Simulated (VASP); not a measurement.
# Re (I4/mmm) in VASP: notebook

Re is run at these levels: PBE; tasks: single point.

All numbers are computed with VASP 6.6.1; they aren't measurements. Logs are shortened: lines on timing, memory, paths and dates and some standing lists are left out, and cuts for length are marked.

**1. The cell of the first run**

It takes space group I4/mmm (No. 139, tetragonal). Conventional cell: a = 2.769 Å, b = 2.769 Å, c = 4.131 Å, α = 90.00°, β = 90.00°, γ = 90.00°. Re (site symmetry 4/mmm) has 12 Re at 2.77 to 2.85 Å within 3.6 Å.

**2. Single point, PBE (normal strain along x +0.0000, normal strain along z +0.0550)**

INCAR

```
SYSTEM = Re
ALGO     = Fast           ! electronic algorithm
EDIFF    = 1E-7           ! SCF threshold, eV
ENCUT    = 520            ! plane-wave cutoff, eV
GGA      = PE             ! functional
ISIF     = 2              ! what is computed and relaxed
ISMEAR   = 0              ! smearing method
LASPH    = .TRUE.         ! aspherical terms in the spheres
LCHARG   = .TRUE.         ! write CHGCAR
LELF     = .TRUE.         ! ELF
LREAL    = .FALSE.        ! projectors in reciprocal space
LVHAR    = .TRUE.       
LWAVE    = .FALSE.        ! write WAVECAR
NBANDS   = 10             ! bands
NELM     = 80             ! most SCF steps
PREC     = Accurate       ! precision mode
SIGMA    = 0.15           ! smearing width, eV
```

KPOINTS

```
k-points
0
G
  10 10 10
  0 0 0
```

POSCAR

```
Re
1.0
    0.0000000000      1.9577236186      2.0653984176
    1.9577236186      0.0000000000      2.0653984176
    1.9577236186      1.9577236186      0.0000000000
Re
1
Direct
    0.0000000000      0.0000000000      0.0000000000
```

Potentials or basis: VASP PAW PBE potentials, release 64 (Re).

Run with:

```bash
cat potpaw_PBE.64/Re/POTCAR > POTCAR
mpirun -np 1 vasp_std > vasp.out
```

OUTCAR:

```text
SYSTEM = Re
   EDIFF = 1E-7
   ENCUT = 520
   GGA = PE
   ISIF = 2
   ISMEAR = 0
   LASPH = .TRUE.
   LREAL = .FALSE.
   NELM = 80
   PREC = Accurate

 ion  position               nearest neighbor table
   1  0.000  0.000  0.000-

  LATTYP: Found a body centered tetragonal cell.
 ALAT       =     2.7686392928
 C/A-ratio  =     1.4919953083

  Lattice vectors:

 A1 = (  -1.9577236186,   0.0000000000,   2.0653984176)
 A2 = (   1.9577236186,   0.0000000000,   2.0653984176)
 A3 = (   0.0000000000,   1.9577236186,  -2.0653984176)

Analysis of symmetry for initial positions (statically):
=====================================================================
 Subroutine PRICEL returns:
 Original cell was already a primitive cell.

 Routine SETGRP: Setting up the symmetry group for a
 body centered tetragonal supercell.

 Subroutine GETGRP returns: Found 16 space group operations
 (whereof 16 operations were pure point group operations)
 out of a pool of 16 trial point group operations.

The static configuration has the point symmetry D_4h.

Analysis of symmetry for dynamics (positions and initial velocities):
=====================================================================
 Subroutine PRICEL returns:
 Original cell was already a primitive cell.

 Routine SETGRP: Setting up the symmetry group for a
 body centered tetragonal supercell.

 Subroutine GETGRP returns: Found 16 space group operations
 (whereof 16 operations were pure point group operations)
 out of a pool of 16 trial point group operations.

The dynamic configuration has the point symmetry D_4h.

 Subroutine INISYM returns: Found 16 space group operations
 (whereof 16 operations are pure point group operations),
 and found     1 'primitive' translations

----------------------------------------------------------------------------------------

                                     Primitive cell

  volume of cell :      15.8320

  direct lattice vectors                    reciprocal lattice vectors
     0.000000000  1.957723619  2.065398418    -0.255398666  0.255398666  0.242084043
     1.957723619  0.000000000  2.065398418     0.255398666 -0.255398666  0.242084043
     1.957723619  1.957723619  0.000000000     0.255398666  0.255398666 -0.242084043

  length of vectors
     2.845795564  2.845795564  2.768639293     0.434812190  0.434812190  0.434812190

  position of ions in fractional coordinates (direct lattice)
     0.000000000  0.000000000  0.000000000

  ion indices of the primitive-cell ions
   primitive index   ion index
                 1           1

----------------------------------------------------------------------------------------

 KPOINTS: k-points

Automatic generation of k-mesh.
 Grid dimensions read from file:
 generate k-points for:   10   10   10

 Generating k-lattice:

  Cartesian coordinates                     Fractional coordinates (reciprocal lattice)
    -0.025539867  0.025539867  0.024208404     0.100000000  0.000000000  0.000000000
     0.025539867 -0.025539867  0.024208404     0.000000000  0.100000000  0.000000000
     0.025539867  0.025539867 -0.024208404     0.000000000  0.000000000  0.100000000

  Length of vectors
     0.043481219  0.043481219  0.043481219

  Shift w.r.t. Gamma in fractional coordinates (k-lattice)
     0.000000000  0.000000000  0.000000000

 Subroutine IBZKPT returns following result:
 ===========================================

 Found    102 irreducible k-points:

 Following reciprocal coordinates:
            Coordinates               Weight
  0.000000  0.000000  0.000000      1.000000
  0.100000  0.000000  0.000000      8.000000
  0.200000  0.000000  0.000000      8.000000
  0.300000  0.000000  0.000000      8.000000
  0.400000  0.000000  0.000000      8.000000
  0.500000  0.000000  0.000000      4.000000
[... 16 lines left out ...]
  0.300000  0.300000  0.000000      2.000000
  0.400000  0.300000  0.000000      8.000000
 [... further k-points ...]
   k-points           NKPTS =    102   k-points in BZ     NKDIM =    102   number of bands    NBANDS=     10
   number of dos      NEDOS =    301   number of ions     NIONS =      1
   total plane-waves  NPLWV =  13824
   dimension x,y,z NGX =    24 NGY =   24 NGZ =   24
   dimension x,y,z NGXF=    48 NGYF=   48 NGZF=   48
   ions per type =               1
   NGX,Y,Z   is equivalent  to a cutoff of  14.02, 14.02, 14.41 a.u.
   NGXF,Y,Z  is equivalent  to a cutoff of  28.04, 28.04, 28.82 a.u.
 SYSTEM =  Re
   PREC   = accura    normal or accurate (medium, high low for compatibility)
   ISTART =      0    job   : 0-new  1-cont  2-samecut
   ICHARG =      2    charge: 1-file 2-atom 10-const
   ISPIN  =      1    spin polarized calculation?
   LNONCOLLINEAR =      F non collinear calculations
   LSORBIT =      F    spin-orbit coupling
   LASPH  =      T    aspherical Exc in radial PAW
   ENCUT  =  520.0 eV  38.22 Ry    6.18 a.u.   5.29  5.29  5.15*2*pi/ulx,y,z
   NELM   =     80;   NELMIN=  2; NELMDL= -5     # of ELM steps
   EDIFF  = 0.1E-06   stopping-criterion for ELM
   LREAL  =      F    real-space projection
   EDIFFG = 0.1E-05   stopping-criterion for IOM
   NSW    =      0    number of steps for IOM
   IBRION =     -1    ionic relax: 0-MD 1-quasi-New 2-CG
   NFREE  =      0    steps in history (QN), initial steepest desc. (CG)
   ISIF   =      2    stress and relaxation
   ISYM   =      2    0-nonsym 1-usesym 2-fastsym
   POTIM  = 0.5000    time-step for ionic-motion
   TEBEG  =    0.0;   TEEND  =   0.0 temperature during run
   PSTRESS=    0.0 pullay stress
   NELECT =       7.0000    total number of electrons
   NUPDOWN=      -1.0000    fix difference up-down
   EMIN   =  10.00;   EMAX   =-10.00  energy-range for DOS
   EFERMI =   0.00;   METHOD = LEGACY
   ISMEAR =     0;   SIGMA  =   0.15  broadening in eV -4-tet -1-fermi 0-gaus
   EFERMI_NEDOS =   21; number of points for ismear=-14 and -15
   IALGO  =     68    algorithm
   IMIX   =      4    mixing-type and parameters
     AMIX     =   0.40;   BMIX     =  1.00
     AMIX_MAG =   1.60;   BMIX_MAG =  1.00
  volume/ion in A,a.u.               =      15.83       106.84
  Fermi-wavevector in a.u.,A,eV,Ry     =   1.247179  2.356826 21.163242  1.555454
  Thomas-Fermi vector in A             =   2.381323
   LORBIT       =      0    0 simple, 1 ext, 2 COOP (PROOUT), +10 PAW based schemes
   GGA     = PE    functional components
   LHFCALC =     F    Hartree Fock is set to
   AEXX    =    0.0000 exact exchange contribution
   IVDW    =     0    specifies the selected vdW correction
   LEPSILON=     F    determine dielectric tensor
   LRPA    =     F    only Hartree local field effects (RPA)
 non-spin polarized calculation
 RMM-DIIS sequential band-by-band and
 Gauss-broadening in eV      SIGMA  =   0.15
  energy-cutoff  :      520.00
  volume of cell :       15.83
 maximum number of plane-waves:       435
 NGX is ok and might be reduce to    24
   NGX = 11   NGY = 11   NGZ = 11

 number of electron       7.0000000 magnetization

 Free energy of the ion-electron system (eV)
  ---------------------------------------------------
  ext. energy  EPLUGINS =         0.00000000
  ---------------------------------------------------
  free energy    TOTEN  =       -12.30187764 eV

  energy without entropy =      -12.29162234  energy(sigma->0) =      -12.29674999

 E-fermi :   7.2987     XC(G=0): -13.3272

 val. band max:        7.2986669115   @ k =   0.1000   0.1000   0.0000
 cond. band min:       7.3277633285   @ k =  -0.3000   0.0000   0.3000
 fundamental gap:      0.0290964170
 Fermi energy:         7.2987029890

 k-point     1 :       0.0000    0.0000    0.0000
  band No.  band energies     occupation
      1      -2.3512      2.00000
      2       5.0745      2.00000
      3       5.8081      2.00000
      4       5.8081      2.00000
      5       7.8643      0.00000
      6       8.8748      0.00000
      7      21.1531      0.00000
      8      25.2827      0.00000
      9      26.9123      0.00000
     10      26.9123      0.00000

 k-point     2 :       0.1000    0.0000    0.0000
  band No.  band energies     occupation
      1      -1.9292      2.00000
      2       5.0878      2.00000
      3       5.7019      2.00000
      4       5.9971      2.00000
      5       7.7873      0.00000
      6       8.6951      0.00000
      7      21.9325      0.00000
      8      24.5106      0.00000
      9      26.5828      0.00000
     10      27.6888      0.00000

 k-point     3 :       0.2000    0.0000    0.0000
  band No.  band energies     occupation
      1      -0.8180      2.00000
      2       4.8065      2.00000
      3       5.7087      2.00000
      4       6.3255      2.00000
      5       7.9812      0.00000
      6       8.5166      0.00000
      7      21.9785      0.00000
      8      23.8433      0.00000
      9      28.4601      0.00000
     10      29.7692      0.00000

 k-point     4 :       0.3000    0.0000    0.0000
  band No.  band energies     occupation
      1       0.3751      2.00000
      2       4.9785      2.00000
      3       5.4646      2.00000
      4       6.2222      2.00000
      5       8.9790      0.00000
      6       9.0647      0.00000
      7      19.8269      0.00000
      8      23.4291      0.00000
      9      30.1756      0.00000
     10      30.9219      0.00000
[... 222 lines left out ...]
 k-point    22 :      -0.2000    0.2000    0.0000
  band No.  band energies     occupation
      1       1.3274      2.00000
      2       3.9964      2.00000
      3       5.2015      2.00000
      4       7.1160      1.91496
      5       7.5724      0.00985
      6      10.9298      0.00000
      7      20.4994      0.00000
      8      24.2727      0.00000
      9      25.9032      0.00000
     10      26.8942      0.00000

 k-point    23 :       0.3000    0.3000    0.0000
  band No.  band energies     occupation
      1       0.9668      2.00000
      2       2.8197      2.00000
      3       5.8011      2.00000
      4       8.6336      0.00000
      5       8.6336      0.00000
      6      10.0024      0.00000
      7      23.9960      0.00000
      8      23.9960      0.00000
      9      24.4758      0.00000
     10      27.5457      0.00000

 k-point    24 :       0.4000    0.3000    0.0000
  band No.  band energies     occupation
      1       1.4370      2.00000
      2       2.6408      2.00000
      3       5.9053      2.00000
      4       8.9108      0.00000
      5      10.1760      0.00000
      6      10.5653      0.00000
      7      20.5395      0.00000
      8      22.8665      0.00000
      9      23.0380      0.00000
     10      28.3641      0.00000

 [... further k-points ...]
[... 5 lines left out ...]
  --------------------------------------------------------------------------------------
  -------------------------------------------------------------------------------------
  Total       -1.3028877     -1.3028877     -2.7041849      0.0000000      0.0000000      0.0000000
  in kB     -131.8502544   -131.8502544   -273.6593983      0.0000000      0.0000000      0.0000000
  external PRESSURE =    -179.1199691 kB  Pullay stress =       0.0000000 kB

 VOLUME and BASIS-vectors are now :
 -----------------------------------------------------------------------------
  energy-cutoff  :      520.00
  volume of cell :       15.83
      direct lattice vectors                 reciprocal lattice vectors
     0.000000000  1.957723619  2.065398418    -0.255398666  0.255398666  0.242084043
     1.957723619  0.000000000  2.065398418     0.255398666 -0.255398666  0.242084043
     1.957723619  1.957723619  0.000000000     0.255398666  0.255398666 -0.242084043

 POSITION                                       TOTAL-FORCE (eV/Angst)
 -----------------------------------------------------------------------------------
      0.00000      0.00000      0.00000         0.000000      0.000000      0.000000
 -----------------------------------------------------------------------------------
    total drift:                               -0.000000      0.000000     -0.000000

  FREE ENERGIE OF THE ION-ELECTRON SYSTEM (eV)
  ---------------------------------------------------
  free  energy   TOTEN  =       -12.3018776378 eV

  energy  without entropy=      -12.2916223403  energy(sigma->0) =      -12.29674999
```

Wall time 22 s (1 thread of AMD EPYC 7R43 (Zen 3), shared host); peak memory 0.12 GiB.

Results:

```yaml
Free_energy: -12.3019 eV
Pressure: -17.9 GPa
```

Caveat: the cell differs from its parent crystal (normal strain along x +0.0000, normal strain along z +0.0550); spin-orbit coupling is left out, which moves the levels of the heavy elements.

(Part 1 of 2 ends here.)
